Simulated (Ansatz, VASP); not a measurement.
**One calculation of Li2Pd, two programs**

The input INCAR:

```
ALGO     = Normal         # electronic algorithm
EDIFF    = 1E-8           # SCF threshold, eV
ENCUT    = 520            # plane-wave cutoff, eV
ISIF     = 2              # what is computed and relaxed
ISMEAR   = -1             # smearing method
LASPH    = T              # aspherical terms in the spheres
LCHARG   = F              # write CHGCAR
LEFG     = T            
LREAL    = F              # projectors in reciprocal space
LWAVE    = F              # write WAVECAR
NBANDS   = 15             # bands
NELM     = 80             # most SCF steps
PREC     = Accurate       # precision mode
SIGMA    = 0.08           # smearing width, eV
```

Contents of KPOINTS:

```
k-points
0
Gamma
  11 11 15
```

The input POSCAR:

```
Li2Pd
1.0
    4.1421661807      0.0000000000      0.0000000000
   -2.0710830904      3.5872211392      0.0000000000
    0.0000000000      0.0000000000      2.7319000000
Li Pd
2 1
Direct
    0.3333333333      0.6666666667      0.5000000000
    0.6666666667      0.3333333333      0.5000000000
    0.0000000000      0.0000000000      0.0000000000
```

Input for Ansatz:

```yaml
crystal:
  lattice:
    - [4.1421661807, 0.0, 0.0]
    - [-2.0710830904, 3.5872211392, 0.0]
    - [0.0, 0.0, 2.7319]
  atoms:
    - { symbol: Li, position: [0.3333333333, 0.6666666667, 0.5] }
    - { symbol: Li, position: [0.6666666667, 0.3333333333, 0.5] }
    - { symbol: Pd, position: [0.0, 0.0, 0.0] }
kpoints:
  mp_grid: { grid: [11, 11, 15] }
scf:
  occupations: { method: fermi_dirac, width: 0.08 }
hamiltonian:
  xc: lda
  pseudopotentials: { kind: all_electron, datasets: crystal }
output:
  forces: true
  stress: true
  eigenvalues: true
  efg: { contact_densities: true }
```

Change from the starting cell: equal xx and yy strain of -2 %, crystal datasets.

Alike in both runs: task electric field gradients; functional LDA; k mesh 11 × 11 × 15; occupations fermi-dirac, width 0.08 eV; no spin polarisation.

|  | VASP | Ansatz |
| --- | --- | --- |
| version | VASP 6.6.1 | Ansatz 0.2.0 |
| potentials or method | VASP PAW LDA potentials, release 64 (Li_sv, Pd), cutoff 520 eV | all-electron PAW with datasets made for the crystal, scalar-relativistic |

|  | VASP | Ansatz | Ansatz less VASP |
| --- | --- | --- | --- |
| size of Vzz on the site where it differs most (V/Å²) | 87.0 | 81.7 | -5.28 |

LDA's correlation is that of Perdew and Zunger in VASP and of Perdew and Wang (1992) in Ansatz. Ansatz ran all-electron here, and VASP with PAW potentials.

Noted on VASP's run: the cutoff is under 1.25 times that of the potentials, so the pressure is a little rough.
